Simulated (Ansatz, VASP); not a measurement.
One calculation of Sc, two programs

Contents of INCAR:

```
SYSTEM = Sc
PREC = Accurate ; ENCUT = 520
EDIFF = 1E-6 ; ISMEAR = 0
SIGMA = 0.15 ; LREAL = .False.
LASPH = .True. ; NELM = 80
ALGO = Fast ; ISIF = 2
LWAVE = .False. ; LCHARG = .False.
GGA = PE ; NBANDS = 18
```

File KPOINTS:

```
Automatic mesh
0
Gamma
  18 18 10
  0 0 0
```

POSCAR

```
Sc
1.0
    3.3541295290      0.0000000000      0.0000000000
   -1.6770647645      2.9047613797      0.0000000000
    0.0000000000      0.0000000000      5.1265664180
Sc
2
Direct
    0.3333333333      0.6666666667      0.2500000000
    0.6666666667      0.3333333333      0.7500000000
```

Input for Ansatz:

```yaml
crystal:
  lattice:
    - [3.354129529, 0.0, 0.0]
    - [-1.6770647645, 2.9047613797, 0.0]
    - [0.0, 0.0, 5.126566418]
  atoms:
    - { symbol: Sc, position: [0.3333333333, 0.6666666667, 0.25] }
    - { symbol: Sc, position: [0.6666666667, 0.3333333333, 0.75] }
basis:
  ecutwfc: 420
kpoints:
  mp_grid: { grid: [18, 18, 10] }
hamiltonian:
  xc: pbe
scf:
  occupations: { method: gaussian, width: 0.15 }
output:
  forces: true
  stress: true
  eigenvalues: true
```

Alike in both runs: task single point; functional PBE; k mesh 18 × 18 × 10; occupations gaussian, width 0.15 eV; no spin polarisation.

```csv
,VASP,Ansatz
version,VASP 6.6.1,Ansatz 0.2.0
potentials or method,"VASP PAW PBE potentials, release 64 (Sc_sv), cutoff 520 eV","scalar-relativistic, plane waves, PAW"
valence electrons in the cell,22,22
```

```csv
,VASP,Ansatz,Ansatz less VASP
gap on the k mesh at the Fermi level (eV),none,none,-
pressure (GPa),-0.6,-0.7,-0.05
"traceless stress, the component that is largest in VASP (GPa)",0.94,0.94,-0.002
```

A gap of «none» marks a metal or a gap that the smearing closes.
